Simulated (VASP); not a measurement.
Write the native input for VASP 6.6.1 that does the following.

```
Task                   : single point
Functional             : PBE
Potentials or basis    : VASP PAW PBE potentials, release 64 (Ga_d, H)
Cutoff                 : 520 eV
k mesh                 : 4 × 4 × 4
Occupations            : gaussian, width 0.1 eV
Spin                   : no spin polarisation
Dipole correction      : no
Further INCAR settings : ALGO = Normal; EDIFF = 1e-06; NBANDS = 62
```

The structure of Ga8H lies in POSCAR:

```
Ga8H
1.0
   -2.8856736918      2.8856736918      4.5332308893
    2.8856736918     -2.8856736918      4.5332308893
    2.8856736918      2.8856736918     -4.5332308893
Ga H
8 1
Direct
    0.0000000000      0.0000000000      0.0000000000
    0.0000000000      0.0000000000      0.5000000000
    0.0000000000      0.5000000000      0.0000000000
    0.0000000000      0.5000000000      0.5000000000
    0.5000000000      0.0000000000      0.0000000000
    0.5000000000      0.0000000000      0.5000000000
    0.5000000000      0.5000000000      0.0000000000
    0.5000000000      0.5000000000      0.5000000000
    0.2500000000      0.2500000000      0.0000000000
```

One way to write it, as run:

INCAR

```
PREC = Accurate ; ENCUT = 520
EDIFF = 1E-6 ; ISMEAR = 0
SIGMA = 0.1 ; LREAL = False
LASPH = True ; NELM = 60
ALGO = Normal ; ISIF = 2
LWAVE = False ; LCHARG = True
GGA = PE ; LELF = True
LVHAR = True ; NBANDS = 62
```

KPOINTS

```
Automatic mesh
0
Gamma
  4 4 4
```

Potentials or basis: VASP PAW PBE potentials, release 64 (Ga_d, H).

Run with:

```console
$ cat potpaw_PBE.64/Ga_d/POTCAR potpaw_PBE.64/H/POTCAR > POTCAR
$ mpirun -np 1 vasp_std > vasp.out
```

Results of the run:

| Item | Value |
| --- | --- |
| Pressure | 1.9 GPa |
| Largest force | 0.104 eV/Å |

Caveat: the k points lie up to 0.38 Å⁻¹ apart.

It took 6 min on 1 thread of AMD EPYC 7571, on a shared host, peak memory 0.32 GiB.
